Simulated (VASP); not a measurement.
A run of VASP 6.6.1:

File INCAR:

```
SYSTEM = Hf2S
PREC     = Accurate       ! precision mode
ENCUT    = 520            ! plane-wave cutoff, eV
EDIFF    = 1E-7           ! SCF threshold, eV
ISMEAR   = 0              ! smearing method
SIGMA    = 0.1            ! smearing width, eV
LREAL    = .False.        ! projectors in reciprocal space
LASPH    = .True.         ! aspherical terms in the spheres
NELM     = 100            ! most SCF steps
ALGO     = Normal         ! electronic algorithm
ISIF     = 2              ! what is computed and relaxed
LWAVE    = .False.        ! write WAVECAR
LCHARG   = .False.        ! write CHGCAR
GGA      = PS             ! functional
NBANDS   = 35             ! bands
```

The input KPOINTS:

```
regular mesh
0
Gamma
  12 12 4
  0 0 0
```

Contents of POSCAR:

```
Hf2S
1.0
    3.2461350917      0.0000000000      0.0000000000
   -1.6230675459      2.8112354535      0.0000000000
    0.0000000000      0.0000000000     11.9281949778
Hf S
4 2
Direct
    0.6666666667      0.3333333333      0.8998565673
    0.3333333333      0.6666666667      0.3998565673
    0.6666666667      0.3333333333      0.6001434327
    0.3333333333      0.6666666667      0.1001434327
    0.0000000000      0.0000000000      0.7500000000
    0.0000000000      0.0000000000      0.2500000000
```

Potentials or basis: VASP PAW PBE potentials, release 64 (Hf_pv, S).

Launch:

```sh
$ cat potpaw_PBE.64/Hf_pv/POTCAR potpaw_PBE.64/S/POTCAR > POTCAR
$ mpirun -np 1 vasp_std > vasp.out
```

Hardware: 1 thread of AMD EPYC 9R45 96-Core Processor (Zen 5), on a shared host.

Q: How long does it take, and how much memory?

A: It took 120 s on 1 thread of AMD EPYC 9R45 96-Core Processor (Zen 5), with other jobs on the host, peak memory 0.29 GiB. Counts: scf iterations 14, k points 57.
